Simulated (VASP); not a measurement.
# SiC (F-43m) in VASP: notebook

The runs below take SiC through single point, relaxation of cell and atoms, with PBE.

Program: VASP 6.6.1. These are calculated values, not measurements. Logs are shortened: lines on timing, memory, paths and dates and some standing lists are left out, and cuts for length are marked.

## Step 1: The cell of the first run

It takes space group F-43m (No. 216, cubic). Conventional cell: a = 4.354 Å, b = 4.354 Å, c = 4.354 Å, α = 90.00°, β = 90.00°, γ = 90.00°. Si (site symmetry -43m) has 4 C at 1.89 Å within 2.5 Å. Within 2.5 Å of C (site symmetry -43m) lie 4 Si at 1.89 Å.

## Step 2: Single point, PBE

File INCAR:

```
SYSTEM = SiC
PREC = Accurate
ENCUT = 520
EDIFF = 1E-6
ISMEAR = 0
SIGMA = 0.1
LREAL = .FALSE.
LASPH = .TRUE.
NELM = 60
ALGO = Normal
ISIF = 2
LWAVE = .FALSE.
LCHARG = .TRUE.
GGA = PE
LELF = .TRUE.
LVHAR = .TRUE.
NBANDS = 11
```

File KPOINTS:

```
Automatic mesh
0
G
  8 8 8
  0 0 0
```

File POSCAR:

```
SiC
1.0
    0.0000000000      2.1769966238      2.1769966238
    2.1769966238      0.0000000000      2.1769966238
    2.1769966238      2.1769966238      0.0000000000
Si C
1 1
Direct
    0.2500000000      0.2500000000      0.2500000000
    0.0000000000      0.0000000000      0.0000000000
```

Potentials or basis: VASP PAW PBE potentials, release 64 (Si, C).

Launch:

```console
> cat potpaw_PBE.64/Si/POTCAR potpaw_PBE.64/C/POTCAR > POTCAR
> mpirun -np 1 vasp_std > vasp.out
```

OUTCAR:

```text
SYSTEM = SiC
   PREC = Accurate
   ENCUT = 520
   EDIFF = 1E-6
   ISMEAR = 0
   LREAL = .FALSE.
   LASPH = .TRUE.
   NELM = 60
   ISIF = 2
   GGA = PE

 ion  position               nearest neighbor table
   1  0.250  0.250  0.250-   2 1.89   2 1.89   2 1.89   2 1.89
   2  0.000  0.000  0.000-   1 1.89   1 1.89   1 1.89   1 1.89

  LATTYP: Found a face centered cubic cell.
 ALAT       =     4.3539932476

  Lattice vectors:

 A1 = (   0.0000000000,   2.1769966238,   2.1769966238)
 A2 = (   2.1769966238,   0.0000000000,   2.1769966238)
 A3 = (   2.1769966238,   2.1769966238,   0.0000000000)

Analysis of symmetry for initial positions (statically):
=====================================================================
 Subroutine PRICEL returns:
 Original cell was already a primitive cell.

 Routine SETGRP: Setting up the symmetry group for a
 face centered cubic supercell.

 Subroutine GETGRP returns: Found 24 space group operations
 (whereof 24 operations were pure point group operations)
 out of a pool of 48 trial point group operations.

The static configuration has the point symmetry T_d .

Analysis of symmetry for dynamics (positions and initial velocities):
=====================================================================
 Subroutine PRICEL returns:
 Original cell was already a primitive cell.

 Routine SETGRP: Setting up the symmetry group for a
 face centered cubic supercell.

 Subroutine GETGRP returns: Found 24 space group operations
 (whereof 24 operations were pure point group operations)
 out of a pool of 48 trial point group operations.

The dynamic configuration has the point symmetry T_d .

 Subroutine INISYM returns: Found 24 space group operations
 (whereof 24 operations are pure point group operations),
 and found     1 'primitive' translations

----------------------------------------------------------------------------------------

                                     Primitive cell

  volume of cell :      20.6349

  direct lattice vectors                    reciprocal lattice vectors
     0.000000000  2.176996624  2.176996624    -0.229674219  0.229674219  0.229674219
     2.176996624  0.000000000  2.176996624     0.229674219 -0.229674219  0.229674219
     2.176996624  2.176996624  0.000000000     0.229674219  0.229674219 -0.229674219

  length of vectors
     3.078738151  3.078738151  3.078738151     0.397807417  0.397807417  0.397807417

  position of ions in fractional coordinates (direct lattice)
     0.250000000  0.250000000  0.250000000
     0.000000000  0.000000000  0.000000000

  ion indices of the primitive-cell ions
   primitive index   ion index
                 1           1
                 2           2

----------------------------------------------------------------------------------------

 KPOINTS: Automatic mesh

Automatic generation of k-mesh.
 Grid dimensions read from file:
 generate k-points for:    8    8    8

 Generating k-lattice:

  Cartesian coordinates                     Fractional coordinates (reciprocal lattice)
    -0.028709277  0.028709277  0.028709277     0.125000000  0.000000000  0.000000000
     0.028709277 -0.028709277  0.028709277     0.000000000  0.125000000  0.000000000
     0.028709277  0.028709277 -0.028709277     0.000000000  0.000000000  0.125000000

  Length of vectors
     0.049725927  0.049725927  0.049725927

  Shift w.r.t. Gamma in fractional coordinates (k-lattice)
     0.000000000  0.000000000  0.000000000

 Subroutine IBZKPT returns following result:
 ===========================================

 Found     29 irreducible k-points:

 Following reciprocal coordinates:
            Coordinates               Weight
  0.000000  0.000000  0.000000      1.000000
  0.125000  0.000000  0.000000      8.000000
  0.250000  0.000000  0.000000      8.000000
  0.375000  0.000000  0.000000      8.000000
  0.500000  0.000000  0.000000      4.000000
  0.125000  0.125000  0.000000      6.000000
[... 16 lines left out ...]
  0.500000  0.250000  0.125000     48.000000
 -0.375000  0.250000  0.125000     24.000000
 [... further k-points ...]
   k-points           NKPTS =     29   k-points in BZ     NKDIM =     29   number of bands    NBANDS=     11
   number of dos      NEDOS =    301   number of ions     NIONS =      2
   total plane-waves  NPLWV =  13824
   dimension x,y,z NGX =    24 NGY =   24 NGZ =   24
   dimension x,y,z NGXF=    48 NGYF=   48 NGZF=   48
   ions per type =               1   1
   NGX,Y,Z   is equivalent  to a cutoff of  12.96, 12.96, 12.96 a.u.
   NGXF,Y,Z  is equivalent  to a cutoff of  25.92, 25.92, 25.92 a.u.
 SYSTEM =  SiC
   PREC   = accura    normal or accurate (medium, high low for compatibility)
   ISTART =      0    job   : 0-new  1-cont  2-samecut
   ICHARG =      2    charge: 1-file 2-atom 10-const
   ISPIN  =      1    spin polarized calculation?
   LNONCOLLINEAR =      F non collinear calculations
   LSORBIT =      F    spin-orbit coupling
   LASPH  =      T    aspherical Exc in radial PAW
   ENCUT  =  520.0 eV  38.22 Ry    6.18 a.u.   5.72  5.72  5.72*2*pi/ulx,y,z
   NELM   =     60;   NELMIN=  2; NELMDL= -5     # of ELM steps
   EDIFF  = 0.1E-05   stopping-criterion for ELM
   LREAL  =      F    real-space projection
   EDIFFG = 0.1E-04   stopping-criterion for IOM
   NSW    =      0    number of steps for IOM
   IBRION =     -1    ionic relax: 0-MD 1-quasi-New 2-CG
   NFREE  =      0    steps in history (QN), initial steepest desc. (CG)
   ISIF   =      2    stress and relaxation
   ISYM   =      2    0-nonsym 1-usesym 2-fastsym
   POTIM  = 0.5000    time-step for ionic-motion
   TEBEG  =    0.0;   TEEND  =   0.0 temperature during run
   PSTRESS=    0.0 pullay stress
   NELECT =       8.0000    total number of electrons
   NUPDOWN=      -1.0000    fix difference up-down
   EMIN   =  10.00;   EMAX   =-10.00  energy-range for DOS
   EFERMI =   0.00;   METHOD = LEGACY
   ISMEAR =     0;   SIGMA  =   0.10  broadening in eV -4-tet -1-fermi 0-gaus
   EFERMI_NEDOS =   21; number of points for ismear=-14 and -15
   IALGO  =     38    algorithm
   IMIX   =      4    mixing-type and parameters
     AMIX     =   0.40;   BMIX     =  1.00
     AMIX_MAG =   1.60;   BMIX_MAG =  1.00
  volume/ion in A,a.u.               =      10.32        69.63
  Fermi-wavevector in a.u.,A,eV,Ry     =   1.193723  2.255810 19.387972  1.424976
  Thomas-Fermi vector in A             =   2.329731
   LORBIT       =      0    0 simple, 1 ext, 2 COOP (PROOUT), +10 PAW based schemes
   GGA     = PE    functional components
   LHFCALC =     F    Hartree Fock is set to
   AEXX    =    0.0000 exact exchange contribution
   IVDW    =     0    specifies the selected vdW correction
   LEPSILON=     F    determine dielectric tensor
   LRPA    =     F    only Hartree local field effects (RPA)
 non-spin polarized calculation
 Gauss-broadening in eV      SIGMA  =   0.10
  energy-cutoff  :      520.00
  volume of cell :       20.63
 maximum number of plane-waves:       568
   NGX = 11   NGY = 11   NGZ = 11

 number of electron       8.0000001 magnetization

 Free energy of the ion-electron system (eV)
  ---------------------------------------------------
  ext. energy  EPLUGINS =         0.00000000
  ---------------------------------------------------
  free energy    TOTEN  =       -15.05538569 eV

  energy without entropy =      -15.05538569  energy(sigma->0) =      -15.05538569

 E-fermi :   8.5794     XC(G=0): -11.3681

 val. band max:        8.1389517272   @ k =   0.0000   0.0000   0.0000
 cond. band min:       9.4924389880   @ k =   0.5000   0.5000   0.0000
 fundamental gap:      1.3534872609
 Fermi energy:         8.5793937291

 k-point     1 :       0.0000    0.0000    0.0000
  band No.  band energies     occupation
      1      -7.2865      2.00000
      2       8.1390      2.00000
      3       8.1390      2.00000
      4       8.1390      2.00000
      5      14.4050      0.00000
      6      15.4647      0.00000
      7      15.4647      0.00000
      8      15.4647      0.00000
      9      22.6608      0.00000
     10      22.6608      0.00000
     11      24.6616      0.00000

 k-point     2 :       0.1250    0.0000    0.0000
  band No.  band energies     occupation
      1      -6.9812      2.00000
      2       6.6545      2.00000
      3       7.9380      2.00000
      4       7.9380      2.00000
      5      14.6379      0.00000
      6      15.8167      0.00000
      7      15.8167      0.00000
      8      15.9967      0.00000
      9      21.4390      0.00000
     10      21.4390      0.00000
     11      24.2204      0.00000

 k-point     3 :       0.2500    0.0000    0.0000
  band No.  band energies     occupation
      1      -6.0882      2.00000
      2       3.8426      2.00000
      3       7.5329      2.00000
      4       7.5329      2.00000
      5      14.1527      0.00000
      6      16.0641      0.00000
      7      16.0641      0.00000
      8      17.5161      0.00000
      9      21.2713      0.00000
     10      21.2713      0.00000
     11      23.3039      0.00000

 k-point     4 :       0.3750    0.0000    0.0000
  band No.  band energies     occupation
      1      -4.7303      2.00000
      2       1.0990      2.00000
      3       7.2056      2.00000
      4       7.2056      2.00000
      5      13.7395      0.00000
      6      15.6318      0.00000
      7      15.6318      0.00000
      8      18.1787      0.00000
      9      23.2696      0.00000
     10      23.2696      0.00000
     11      23.7052      0.00000
[... 239 lines left out ...]
 k-point    22 :       0.3750    0.2500    0.1250
  band No.  band energies     occupation
      1      -5.3121      2.00000
      2       3.6518      2.00000
      3       5.2772      2.00000
      4       6.8647      2.00000
      5      13.5141      0.00000
      6      15.7861      0.00000
      7      16.6279      0.00000
      8      18.2319      0.00000
      9      20.4027      0.00000
     10      24.1636      0.00000
     11      27.5908      0.00000

 k-point    23 :       0.5000    0.2500    0.1250
  band No.  band energies     occupation
      1      -4.0078      2.00000
      2       1.6190      2.00000
      3       4.5382      2.00000
      4       6.2146      2.00000
      5      13.4504      0.00000
      6      15.7518      0.00000
      7      17.3601      0.00000
      8      18.6118      0.00000
      9      21.5497      0.00000
     10      24.6635      0.00000
     11      27.5056      0.00000

 k-point    24 :      -0.3750    0.2500    0.1250
  band No.  band energies     occupation
      1      -3.0598      2.00000
      2       0.3000      2.00000
      3       4.4269      2.00000
      4       5.8773      2.00000
      5      13.3924      0.00000
      6      15.4337      0.00000
      7      18.3108      0.00000
      8      19.1632      0.00000
      9      21.5889      0.00000
     10      24.3864      0.00000
     11      27.4993      0.00000

 [... further k-points ...]
[... 5 lines left out ...]
  --------------------------------------------------------------------------------------
  -------------------------------------------------------------------------------------
  Total        0.4950426      0.4950426      0.4950426      0.0000000      0.0000000      0.0000000
  in kB       38.4370400     38.4370400     38.4370400      0.0000000      0.0000000      0.0000000
  external PRESSURE =      38.4370400 kB  Pullay stress =       0.0000000 kB

 VOLUME and BASIS-vectors are now :
 -----------------------------------------------------------------------------
  energy-cutoff  :      520.00
  volume of cell :       20.63
      direct lattice vectors                 reciprocal lattice vectors
     0.000000000  2.176996624  2.176996624    -0.229674219  0.229674219  0.229674219
     2.176996624  0.000000000  2.176996624     0.229674219 -0.229674219  0.229674219
     2.176996624  2.176996624  0.000000000     0.229674219  0.229674219 -0.229674219

 POSITION                                       TOTAL-FORCE (eV/Angst)
 -----------------------------------------------------------------------------------
      1.08850      1.08850      1.08850        -0.000000      0.000000     -0.000000
      0.00000      0.00000      0.00000         0.000000      0.000000      0.000000
 -----------------------------------------------------------------------------------
    total drift:                               -0.000000     -0.000000     -0.000000

  FREE ENERGIE OF THE ION-ELECTRON SYSTEM (eV)
  ---------------------------------------------------
  free  energy   TOTEN  =       -15.0553856887 eV

  energy  without entropy=      -15.0553856887  energy(sigma->0) =      -15.05538569
```

Run time: 3.3 s. Hardware: 1 thread of Intel Xeon Platinum 8488C (Sapphire Rapids), shared host; peak memory 0.13 GiB.

Results:

```yaml
Free_energy: -15.0554 eV
Pressure: 3.8 GPa
Band_gap_on_the_k_mesh: 1.35 eV, indirect (least direct gap 4.54 eV)
```

Levels at points of the mesh, in eV from the valence-band top:
| k point | band 2 | band 3 | band 4 | band 5 | band 6 | band 7 |
| --- | --- | --- | --- | --- | --- | --- |
| (0.00, 0.00, 0.00) | 0.00 | 0.00 | 0.00 | 6.27 | 7.33 | 7.33 |
| (0.50, 0.00, 0.00) | -8.55 | -1.05 | -1.05 | 5.46 | 7.24 | 7.24 |
| (0.50, 0.50, 0.00) | -7.80 | -3.19 | -3.19 | 1.35 | 4.33 | 14.07 |

A k mesh can miss the band edges. As with any semilocal functional, this PBE gap is likely too small.

(Continued in part 2 of 2.)
